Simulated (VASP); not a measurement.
Crystal: NaH.

```xyz
8
Lattice="3.3862 -0.0303 0.0316 -1.7194 2.9830 0.0001 0.1075 0.0625 11.4987" Properties=species:S:1:pos:R:3 pbc="T T T"
Na    1.9935    1.2117   10.2925
Na    0.0138    1.8910    1.4032
Na    0.1200    1.8334    4.1880
Na    1.7668    1.0585    7.0979
H    -0.0350    0.2293   -0.0245
H    -0.0513    0.0812    5.8625
H     1.6677    0.8390    2.5513
H    -0.0986    1.9328    8.9698
```

| Quantity | Value |
| --- | --- |
| Program | VASP 6.6.1 |
| Task | relaxation of cell and atoms |
| Functional | PBE |
| Potentials or basis | VASP PAW PBE potentials, release 64 (Na_pv, H) |
| Cutoff | 500 eV |
| k mesh | 6 × 6 × 1 |
| Occupations | gaussian, width 0.1 eV |
| Spin | no spin polarisation |

At the start: pressure 0.8 GPa; volume 14.44 Å³/atom.

**Question.** Where does the relaxation end?

**Answer.** Over 13 steps the energy falls by 71.6 meV/atom and the volume is 14.18 Å³/atom (-1.8 %); space group P1 (No. 1, to 0.1 Å) before, Cmc2_1 (No. 36, to 0.1 Å).

Step by step:
| step | energy change (eV) | largest force (eV/Å) | pressure (GPa) | volume (Å³) |
| --- | --- | --- | --- | --- |
| 1 | 0.0000 | 1.1361 | 0.81 | 115.53 |
| 2 | -0.1815 | 0.8111 | 0.21 | 116.76 |
| 3 | -0.4041 | 0.3539 | -0.82 | 119.87 |
| 4 | -0.4153 | 0.3846 | -1.00 | 120.64 |
| 5 | -0.4623 | 0.2884 | -0.68 | 118.25 |
| 6 | -0.5243 | 0.2462 | 0.60 | 111.27 |
| 7 | -0.5467 | 0.1355 | 0.32 | 112.26 |
| 8 | -0.5605 | 0.0872 | -0.06 | 113.84 |
| 9 | -0.5674 | 0.0520 | -0.08 | 113.88 |
| 10 | -0.5699 | 0.0366 | -0.08 | 113.92 |
| 11 | -0.5716 | 0.0298 | 0.01 | 113.42 |
| 12 | -0.5721 | 0.0286 | 0.09 | 113.01 |
| 13 | -0.5729 | 0.0225 | -0.01 | 113.45 |

Final structure:
```
CELL_PARAMETERS angstrom
3.37680 -0.00180 0.00705
-1.69039 2.92131 -0.00761
0.02557 -0.01703 11.50410
ATOMIC_POSITIONS crystal
Na 0.67636 0.35069 0.87734
Na 0.33617 0.67022 0.12222
Na 0.32589 0.64788 0.37829
Na 0.65850 0.33003 0.62142
H 0.00672 0.01085 0.00003
H 0.99213 0.98743 0.50037
H 0.66587 0.32258 0.25083
H 0.33837 0.68033 0.74950
```

Caveat: the k points lie up to 0.55 Å⁻¹ apart in the final cell.
